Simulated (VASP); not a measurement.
# Hf2H3 (Pmmm) in VASP: a series of runs

The runs below take Hf2H3 through single point, relaxation of cell and atoms, with PBE.

Everything below comes from runs of VASP 6.6.1. Logs are shortened: lines on timing, memory, paths and dates and some standing lists are left out, and cuts for length are marked.

### Step 1. The cell of the first run

The structure is orthorhombic, space group Pmmm (No. 47). Conventional cell: a = 3.575 Å, b = 4.398 Å, c = 5.302 Å, α = 90.00°, β = 90.00°, γ = 90.00°. Within 2.9 Å of Hf (site symmetry mmm) lie 2 Hf at 2.20 Å and 4 H at 2.83 Å. Within 2.4 Å of Hf (site symmetry mmm) lie 2 H at 1.79 Å and 2 Hf at 2.20 Å. Within 2.4 Å of H (site symmetry mmm) lie 2 Hf at 1.79 Å. Within 2.4 Å of H (site symmetry mmm) lie 2 H at 1.79 Å. H (site symmetry mmm) has 2 H at 1.79 Å within 2.4 Å.

The cell was built from a structure type or drawn by symmetry, and may not be a known phase.

### Step 2. Single point, PBE

INCAR

```
PREC = Accurate ; ENCUT = 520
EDIFF = 1E-6 ; ISMEAR = 0
SIGMA = 0.1 ; LREAL = False
LASPH = True ; NELM = 60
ALGO = Normal ; ISIF = 2
LWAVE = False ; LCHARG = False
GGA = PE ; NBANDS = 20
```

KPOINTS

```
regular mesh
0
Gamma
  6 4 4
```

POSCAR

```
Hf2H3
1.0
    3.5753139700      0.0000000000      0.0000000000
    0.0000000000      4.3983106000      0.0000000000
    0.0000000000      0.0000000000      5.3022579700
Hf H
2 3
Direct
    0.5000000000      0.5000000000      0.5000000000
    0.5000000000      0.0000000000      0.5000000000
    0.0000000000      0.0000000000      0.5000000000
    0.5000000000      0.0000000000      0.0000000000
    0.0000000000      0.0000000000      0.0000000000
```

Potentials or basis: VASP PAW PBE potentials, release 64 (Hf_pv, H).

Command:

```sh
$ cat potpaw_PBE.64/Hf_pv/POTCAR potpaw_PBE.64/H/POTCAR > POTCAR
$ mpirun -np 1 vasp_std > vasp.out
```

OUTCAR:

```text
PREC = Accurate
   ENCUT = 520
   EDIFF = 1E-6
   ISMEAR = 0
   LREAL = False
   LASPH = True
   NELM = 60
   ISIF = 2
   GGA = PE

 ion  position               nearest neighbor table
   1  0.500  0.500  0.500-   2 2.20   2 2.20
   2  0.500  0.000  0.500-   3 1.79   3 1.79   1 2.20   1 2.20
   3  0.000  0.000  0.500-   2 1.79   2 1.79
   4  0.500  0.000  0.000-
   5  0.000  0.000  0.000-

  LATTYP: Found a simple orthorhombic cell.
 ALAT       =     3.5753139700
 B/A-ratio  =     1.2301886315
 C/A-ratio  =     1.4830188382

  Lattice vectors:

 A1 = (   3.5753139700,   0.0000000000,   0.0000000000)
 A2 = (   0.0000000000,   4.3983106000,   0.0000000000)
 A3 = (   0.0000000000,   0.0000000000,   5.3022579700)

Analysis of symmetry for initial positions (statically):
=====================================================================
 Subroutine PRICEL returns:
 Original cell was already a primitive cell.

 Routine SETGRP: Setting up the symmetry group for a
 simple orthorhombic supercell.

 Subroutine GETGRP returns: Found  8 space group operations
 (whereof  8 operations were pure point group operations)
 out of a pool of  8 trial point group operations.

The static configuration has the point symmetry D_2h.

Analysis of symmetry for dynamics (positions and initial velocities):
=====================================================================
 Subroutine PRICEL returns:
 Original cell was already a primitive cell.

 Routine SETGRP: Setting up the symmetry group for a
 simple orthorhombic supercell.

 Subroutine GETGRP returns: Found  8 space group operations
 (whereof  8 operations were pure point group operations)
 out of a pool of  8 trial point group operations.

The dynamic configuration has the point symmetry D_2h.

 Subroutine INISYM returns: Found  8 space group operations
 (whereof  8 operations are pure point group operations),
 and found     1 'primitive' translations

----------------------------------------------------------------------------------------

                                     Primitive cell

  volume of cell :      83.3798

  direct lattice vectors                    reciprocal lattice vectors
     3.575313970  0.000000000  0.000000000     0.279695716  0.000000000  0.000000000
     0.000000000  4.398310600  0.000000000     0.000000000  0.227360023  0.000000000
     0.000000000  0.000000000  5.302257970     0.000000000  0.000000000  0.188598896

  length of vectors
     3.575313970  4.398310600  5.302257970     0.279695716  0.227360023  0.188598896

  position of ions in fractional coordinates (direct lattice)
     0.500000000  0.500000000  0.500000000
     0.500000000  0.000000000  0.500000000
     0.000000000  0.000000000  0.500000000
     0.500000000  0.000000000  0.000000000
     0.000000000  0.000000000  0.000000000

  ion indices of the primitive-cell ions
   primitive index   ion index
                 1           1
                 2           2
                 3           3
                 4           4
                 5           5

----------------------------------------------------------------------------------------

 KPOINTS: regular mesh

Automatic generation of k-mesh.
 Grid dimensions read from file:
 generate k-points for:    6    4    4

 Generating k-lattice:

  Cartesian coordinates                     Fractional coordinates (reciprocal lattice)
     0.046615953  0.000000000  0.000000000     0.166666667  0.000000000  0.000000000
     0.000000000  0.056840006  0.000000000     0.000000000  0.250000000  0.000000000
     0.000000000  0.000000000  0.047149724     0.000000000  0.000000000  0.250000000

  Length of vectors
     0.046615953  0.056840006  0.047149724

  Shift w.r.t. Gamma in fractional coordinates (k-lattice)
     0.000000000  0.000000000  0.000000000

 Subroutine IBZKPT returns following result:
 ===========================================

 Found     36 irreducible k-points:

 Following reciprocal coordinates:
            Coordinates               Weight
  0.000000  0.000000  0.000000      1.000000
  0.166667  0.000000  0.000000      2.000000
  0.333333  0.000000  0.000000      2.000000
  0.500000  0.000000  0.000000      1.000000
  0.000000  0.250000  0.000000      2.000000
  0.166667  0.250000  0.000000      4.000000
[... 16 lines left out ...]
  0.333333  0.500000  0.250000      4.000000
  0.500000  0.500000  0.250000      2.000000
 [... further k-points ...]
   k-points           NKPTS =     36   k-points in BZ     NKDIM =     36   number of bands    NBANDS=     20
   number of dos      NEDOS =    301   number of ions     NIONS =      5
   total plane-waves  NPLWV =  40320
   dimension x,y,z NGX =    28 NGY =   36 NGZ =   40
   dimension x,y,z NGXF=    56 NGYF=   72 NGZF=   80
   ions per type =               2   3
   NGX,Y,Z   is equivalent  to a cutoff of  13.02, 13.61, 12.54 a.u.
   NGXF,Y,Z  is equivalent  to a cutoff of  26.04, 27.21, 25.08 a.u.
 SYSTEM =  unknown system
   PREC   = accura    normal or accurate (medium, high low for compatibility)
   ISTART =      0    job   : 0-new  1-cont  2-samecut
   ICHARG =      2    charge: 1-file 2-atom 10-const
   ISPIN  =      1    spin polarized calculation?
   LNONCOLLINEAR =      F non collinear calculations
   LSORBIT =      F    spin-orbit coupling
   LASPH  =      T    aspherical Exc in radial PAW
   ENCUT  =  520.0 eV  38.22 Ry    6.18 a.u.   6.65  8.18  9.86*2*pi/ulx,y,z
   NELM   =     60;   NELMIN=  2; NELMDL= -5     # of ELM steps
   EDIFF  = 0.1E-05   stopping-criterion for ELM
   LREAL  =      F    real-space projection
   EDIFFG = 0.1E-04   stopping-criterion for IOM
   NSW    =      0    number of steps for IOM
   IBRION =     -1    ionic relax: 0-MD 1-quasi-New 2-CG
   NFREE  =      0    steps in history (QN), initial steepest desc. (CG)
   ISIF   =      2    stress and relaxation
   ISYM   =      2    0-nonsym 1-usesym 2-fastsym
   POTIM  = 0.5000    time-step for ionic-motion
   TEBEG  =    0.0;   TEEND  =   0.0 temperature during run
   PSTRESS=    0.0 pullay stress
   NELECT =      23.0000    total number of electrons
   NUPDOWN=      -1.0000    fix difference up-down
   EMIN   =  10.00;   EMAX   =-10.00  energy-range for DOS
   EFERMI =   0.00;   METHOD = LEGACY
   ISMEAR =     0;   SIGMA  =   0.10  broadening in eV -4-tet -1-fermi 0-gaus
   EFERMI_NEDOS =   21; number of points for ismear=-14 and -15
   IALGO  =     38    algorithm
   IMIX   =      4    mixing-type and parameters
     AMIX     =   0.40;   BMIX     =  1.00
     AMIX_MAG =   1.60;   BMIX_MAG =  1.00
  volume/ion in A,a.u.               =      16.68       112.53
  Fermi-wavevector in a.u.,A,eV,Ry     =   1.065689  2.013860 15.452041  1.135693
  Thomas-Fermi vector in A             =   2.201249
   LORBIT       =      0    0 simple, 1 ext, 2 COOP (PROOUT), +10 PAW based schemes
   GGA     = PE    functional components
   LHFCALC =     F    Hartree Fock is set to
   AEXX    =    0.0000 exact exchange contribution
   IVDW    =     0    specifies the selected vdW correction
   LEPSILON=     F    determine dielectric tensor
   LRPA    =     F    only Hartree local field effects (RPA)
 non-spin polarized calculation
 Gauss-broadening in eV      SIGMA  =   0.10
  energy-cutoff  :      520.00
  volume of cell :       83.38
 maximum number of plane-waves:      2295
 NGX is ok and might be reduce to    28
   NGX = 13   NGY = 17   NGZ = 19

 number of electron      23.0000001 magnetization

 Free energy of the ion-electron system (eV)
  ---------------------------------------------------
  ext. energy  EPLUGINS =         0.00000000
  ---------------------------------------------------
  free energy    TOTEN  =       -20.06021903 eV

  energy without entropy =      -20.04485181  energy(sigma->0) =      -20.05253542

 E-fermi :   1.2930     XC(G=0):  -8.6897

 val. band max:        1.2719951068   @ k =   0.1667   0.2500   0.0000
 cond. band min:       1.3090170053   @ k =   0.1667   0.2500   0.2500
 fundamental gap:      0.0370218984
 Fermi energy:         1.2929767262

 k-point     1 :       0.0000    0.0000    0.0000
  band No.  band energies     occupation
      1     -32.6982      2.00000
      2     -29.9789      2.00000
      3     -29.7092      2.00000
      4     -28.5633      2.00000
      5     -28.3139      2.00000
      6     -25.6676      2.00000
[... 12 lines left out ...]
     19       6.4701      0.00000
     20       9.4334      0.00000

 k-point     2 :       0.1667    0.0000    0.0000
  band No.  band energies     occupation
      1     -32.6945      2.00000
      2     -29.9756      2.00000
      3     -29.7503      2.00000
      4     -28.5607      2.00000
      5     -28.3636      2.00000
      6     -25.6664      2.00000
[... 12 lines left out ...]
     19       6.3721      0.00000
     20       9.1277      0.00000

 k-point     3 :       0.3333    0.0000    0.0000
  band No.  band energies     occupation
      1     -32.6871      2.00000
      2     -29.9692      2.00000
      3     -29.8324      2.00000
      4     -28.5555      2.00000
      5     -28.4599      2.00000
      6     -25.6641      2.00000
[... 12 lines left out ...]
     19       6.7932      0.00000
     20       7.4445      0.00000

 k-point     4 :       0.5000    0.0000    0.0000
  band No.  band energies     occupation
      1     -32.6834      2.00000
      2     -29.9659      2.00000
      3     -29.8733      2.00000
      4     -28.5529      2.00000
      5     -28.5067      2.00000
      6     -25.6629      2.00000
[... 12 lines left out ...]
     19       6.5389      0.00000
     20       7.9531      0.00000

 k-point     5 :       0.0000    0.2500    0.0000
  band No.  band energies     occupation
      1     -31.8887      2.00000
      2     -29.8737      2.00000
      3     -29.6062      2.00000
      4     -28.6966      2.00000
      5     -28.4439      2.00000
      6     -26.9972      2.00000
[... 12 lines left out ...]
     19       7.4129      0.00000
     20       7.5467      0.00000

 k-point     6 :       0.1667    0.2500    0.0000
  band No.  band energies     occupation
      1     -31.8852      2.00000
      2     -29.8707      2.00000
      3     -29.6437      2.00000
      4     -28.6937      2.00000
      5     -28.4979      2.00000
      6     -26.9952      2.00000
[... 12 lines left out ...]
     19       7.1314      0.00000
     20       7.9989      0.00000

 k-point     7 :       0.3333    0.2500    0.0000
  band No.  band energies     occupation
      1     -31.8781      2.00000
      2     -29.8646      2.00000
      3     -29.7186      2.00000
      4     -28.6880      2.00000
      5     -28.6028      2.00000
      6     -26.9912      2.00000
[... 12 lines left out ...]
     19       6.1791      0.00000
     20       8.4633      0.00000
[... 277 lines left out ...]
 k-point    20 :       0.5000    0.2500    0.2500
  band No.  band energies     occupation
      1     -31.8746      2.00000
      2     -29.8620      2.00000
      3     -29.7559      2.00000
      4     -28.6857      2.00000
      5     -28.6537      2.00000
      6     -26.9892      2.00000
[... 12 lines left out ...]
     19       6.3065      0.00000
     20       7.0035      0.00000

 k-point    21 :       0.0000    0.5000    0.2500
  band No.  band energies     occupation
      1     -30.0048      2.00000
      2     -29.7388      2.00000
      3     -29.4743      2.00000
      4     -29.3535      2.00000
      5     -28.8604      2.00000
      6     -28.6026      2.00000
[... 12 lines left out ...]
     19       6.0945      0.00000
     20       6.3986      0.00000

 k-point    22 :       0.1667    0.5000    0.2500
  band No.  band energies     occupation
      1     -30.0021      2.00000
      2     -29.7361      2.00000
      3     -29.5054      2.00000
      4     -29.3500      2.00000
      5     -28.8571      2.00000
      6     -28.6639      2.00000
[... 12 lines left out ...]
     19       6.3107      0.00000
     20       6.6240      0.00000

 k-point    23 :       0.3333    0.5000    0.2500
  band No.  band energies     occupation
      1     -29.9965      2.00000
      2     -29.7307      2.00000
      3     -29.5663      2.00000
      4     -29.3435      2.00000
      5     -28.8506      2.00000
      6     -28.7840      2.00000
[... 12 lines left out ...]
     19       6.5484      0.00000
     20       6.8684      0.00000

 k-point    24 :       0.5000    0.5000    0.2500
  band No.  band energies     occupation
      1     -29.9937      2.00000
      2     -29.7280      2.00000
      3     -29.5963      2.00000
      4     -29.3404      2.00000
      5     -28.8473      2.00000
      6     -28.8429      2.00000
[... 12 lines left out ...]
     19       5.8360      0.00000
     20       6.6471      0.00000

 [... further k-points ...]

------------------------ aborting loop because EDIFF is reached ----------------------------------------

  FORCE on cell =-STRESS in cart. coord.  units (eV):
  Direction    XX          YY          ZZ          XY          YZ          ZX
  --------------------------------------------------------------------------------------
  -------------------------------------------------------------------------------------
  Total       -0.3788802     35.6561071     -6.3312215     -0.0000000      0.0000000      0.0000000
  in kB       -7.2803376    685.1467046   -121.6570146     -0.0000000      0.0000000      0.0000000
  external PRESSURE =     185.4031174 kB  Pullay stress =       0.0000000 kB

 VOLUME and BASIS-vectors are now :
 -----------------------------------------------------------------------------
  energy-cutoff  :      520.00
  volume of cell :       83.38
      direct lattice vectors                 reciprocal lattice vectors
     3.575313970  0.000000000  0.000000000     0.279695716  0.000000000  0.000000000
     0.000000000  4.398310600  0.000000000     0.000000000  0.227360023  0.000000000
     0.000000000  0.000000000  5.302257970     0.000000000  0.000000000  0.188598896

 POSITION                                       TOTAL-FORCE (eV/Angst)
 -----------------------------------------------------------------------------------
      1.78766      2.19916      2.65113         0.000000      0.000000      0.000000
      1.78766      0.00000      2.65113         0.000000      0.000000      0.000000
      0.00000      0.00000      2.65113         0.000000      0.000000      0.000000
      1.78766      0.00000      0.00000         0.000000      0.000000      0.000000
      0.00000      0.00000      0.00000         0.000000      0.000000      0.000000
 -----------------------------------------------------------------------------------
    total drift:                                0.000000     -0.000000      0.000000

  FREE ENERGIE OF THE ION-ELECTRON SYSTEM (eV)
  ---------------------------------------------------
  free  energy   TOTEN  =       -20.0602190308 eV

  energy  without entropy=      -20.0448518132  energy(sigma->0) =      -20.05253542
```

Wall time 29 s (1 thread of Intel Xeon 6975P-C (Granite Rapids), shared host); peak memory 0.21 GiB.

Results:

* Free energy: -20.0602 eV
* Pressure: 18.5 GPa
* Band gap on the k mesh: zero (an odd number of electrons rules out a gap without spin polarisation)

Stress tensor (GPa, compression positive):
```
 -0.73   0.00   0.00
  0.00  68.51   0.00
  0.00   0.00 -12.17
```

Caveat: the cell stands under pressure; spin-orbit coupling is left out, which moves the levels of the heavy elements.

### Step 3. Relaxation of cell and atoms, PBE

INCAR

```
SYSTEM = Hf2H3
PREC     = Accurate       ! precision mode
ENCUT    = 600            ! plane-wave cutoff, eV
EDIFF    = 1E-6           ! SCF threshold, eV
ISMEAR   = 0              ! smearing method
SIGMA    = 0.1            ! smearing width, eV
LREAL    = .FALSE.        ! projectors in reciprocal space
LASPH    = .TRUE.         ! aspherical terms in the spheres
NELM     = 80             ! most SCF steps
ALGO     = Normal         ! electronic algorithm
ISIF     = 3              ! what is computed and relaxed
LWAVE    = .FALSE.        ! write WAVECAR
LCHARG   = .FALSE.        ! write CHGCAR
GGA      = PE             ! functional
IBRION   = 2              ! ionic algorithm
NSW      = 90             ! ionic steps
EDIFFG   = -0.04          ! ionic threshold
```

KPOINTS

```
regular mesh
0
G
  6 4 4
  0 0 0
```

POSCAR is that of step 2.

Potentials or basis: VASP PAW PBE potentials, release 64 (Hf_pv, H).

Command:

```sh
$ cat potpaw_PBE.64/Hf_pv/POTCAR potpaw_PBE.64/H/POTCAR > POTCAR
$ mpirun -np 1 vasp_std > vasp.out
```

Run time: 4.3 min. Hardware: 1 thread of Intel Xeon 6975P-C (Granite Rapids), shared host; peak memory 0.23 GiB.

Results (log left out):

```
Free energy                           : -25.5287 eV
Relaxed volume                        : 14.43 Å³/atom
Relaxed cell                          : a = 3.570 Å, b = 5.731 Å, c = 3.525 Å, α = 90.00°, β = 90.00°, γ = 90.00°
Space group after relaxing (to 0.1 Å) : P4/mmm (No. 123)
Energy gained by relaxing             : 1093.5 meV/atom
Ionic steps                           : 15
Pressure after relaxing               : 0.0 GPa
Band gap on the k mesh                : zero (an odd number of electrons rules out a gap without spin polarisation)
```

Stress tensor (GPa, compression positive):
```
 0.04  0.00  0.00
 0.00 -0.23  0.00
 0.00  0.00  0.14
```

The path:
```tsv
step	energy change (eV)	largest force (eV/Å)	pressure (GPa)	volume (Å³)
1	0.0000	0.0000	18.59	83.38
2	-3.2256	0.0000	-7.34	104.90
3	-3.2472	0.0000	-4.83	98.34
4	-3.2835	0.0000	-6.16	101.10
5	-3.2828	0.0000	-5.88	100.42
6	-3.8247	0.0000	-4.81	91.61
7	-4.9295	0.0000	8.07	66.76
8	-5.0849	0.0000	10.04	64.96
9	-5.0900	0.0000	10.72	64.51
10	-5.2697	0.0000	7.22	66.56
11	-5.4613	0.0000	0.60	71.61
12	-5.4654	0.0000	-0.23	72.42
13	-5.4655	0.0000	-0.40	72.59
14	-5.4665	0.0000	-0.28	72.45
15	-5.4675	0.0000	-0.02	72.13
```

Final structure:
```yaml
crystal:
  lattice:
    - [3.57022, 0.00000, 0.00000]
    - [0.00000, 5.73134, 0.00000]
    - [0.00000, 0.00000, 3.52510]
  atoms:
    - { symbol: Hf, position: [0.50000, 0.50000, 0.50000] }
    - { symbol: Hf, position: [0.50000, 0.00000, 0.50000] }
    - { symbol: H, position: [0.00000, 0.00000, 0.50000] }
    - { symbol: H, position: [0.50000, 0.00000, 0.00000] }
    - { symbol: H, position: [0.00000, 0.00000, 0.00000] }
```

Levels at points of the mesh, in eV from the Fermi level:
```tsv
k point	band 8	band 9	band 10	band 11	band 12	band 13	band 14	band 15
(0.00, 0.00, 0.00)	-5.78	-3.89	-1.33	-0.21	0.37	0.86	0.97	2.97
(0.50, 0.00, 0.00)	-5.54	-2.63	-1.91	-0.58	1.18	1.25	1.49	1.99
(0.00, 0.50, 0.00)	-5.76	-4.08	-0.35	-0.16	0.40	2.12	2.21	2.77
(0.50, 0.50, 0.00)	-5.57	-1.87	-1.30	0.54	0.57	0.81	2.05	2.07
(0.00, 0.00, 0.50)	-5.38	-2.56	-1.92	-0.50	1.17	1.24	1.35	1.88
(0.50, 0.00, 0.50)	-2.88	-2.72	-2.01	-1.25	-1.19	-0.38	3.71	3.73
(0.00, 0.50, 0.50)	-5.41	-1.76	-1.27	0.50	0.63	0.86	1.96	3.38
(0.50, 0.50, 0.50)	-3.02	-2.87	-0.74	0.00	0.04	0.90	1.18	1.21
```

Caveat: a cell axis changed by over 15 % at a fixed basis, so the end point is rough; spin-orbit coupling is left out, which moves the levels of the heavy elements.
